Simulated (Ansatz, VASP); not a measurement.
# One calculation of Si2Ni, two programs

Contents of INCAR:

```
ALGO     = Normal         # electronic algorithm
EDIFF    = 1E-6           # SCF threshold, eV
ENCUT    = 690            # plane-wave cutoff, eV
GGA      = PE             # functional
GGA_COMPAT= False        
ISIF     = 2              # what is computed and relaxed
ISMEAR   = -1             # smearing method
ISPIN    = 2              # spin polarisation
LASPH    = True           # aspherical terms in the spheres
LCHARG   = False          # write CHGCAR
LMAXMIX  = 4              # l up to which the mixer works
LORBIT   = 11             # projections on sites
LREAL    = False          # projectors in reciprocal space
LWAVE    = False          # write WAVECAR
MAGMOM   = 1.5 0 0        # initial moments
NBANDS   = 24             # bands
NELM     = 200            # most SCF steps
NUPDOWN  = 1.5            # fixed moment
PREC     = Accurate       # precision mode
SIGMA    = 0.05           # smearing width, eV
```

Contents of KPOINTS:

```
k-points
0
Gamma
  7 7 7
```

POSCAR

```
Si2Ni
1.0
    0.0000000000      2.7030000000      2.7030000000
    2.7030000000      0.0000000000      2.7030000000
    2.7030000000      2.7030000000      0.0000000000
Ni Si
1 2
Direct
    0.0000000000      0.0000000000      0.0000000000
    0.7500000000      0.7500000000      0.7500000000
    0.2500000000      0.2500000000      0.2500000000
```

The input input.yaml:

```yaml
crystal:
  lattice:
    - [0.0, 2.703, 2.703]
    - [2.703, 0.0, 2.703]
    - [2.703, 2.703, 0.0]
  atoms:
    - { symbol: Ni, position: [0.0, 0.0, 0.0], spin: 1.5 }
    - { symbol: Si, position: [0.75, 0.75, 0.75] }
    - { symbol: Si, position: [0.25, 0.25, 0.25] }
hamiltonian:
  xc: pbe
  pseudopotentials: { kind: paw }
magnetization:
  spin_polarized: true
  initial_magnetization: 1.5
  spin_locking: { lock_magnetization: hard }
kpoints:
  mp_grid: { grid: [7, 7, 7] }
scf:
  occupations: { method: fermi_dirac, width: 0.05 }
  lower_state_search: "off"
output:
  forces: true
  stress: true
  eigenvalues: true
```

Alike in both runs: task single point; functional PBE; k mesh 7 × 7 × 7; occupations fermi-dirac, width 0.05 eV; collinear spin; fixed moment 1.5 μB.

|  | VASP | Ansatz |
| --- | --- | --- |
| version | VASP 6.6.1 | Ansatz 0.2.0 |
| potentials or method | VASP PAW PBE potentials, release 64 (Ni_sv_GW, Si) | Ansatz PAW |
| plane-wave cutoff (eV) | 690 | 420 |
| valence electrons in the cell | 26 | 26 |

Ansatz gave:

- pressure (GPa): 10.9
- net moment per atom (μB): 0.50
- size of the moment on the site where the two differ most (μB): 0.21

Problem. Which values does VASP return?

Solution. Pressure (GPa): 10.3; net moment per atom (μB): 0.50; size of the moment on the site where the two differ most (μB): 0.19.

Site moments also hang on the region over which each program counts them.
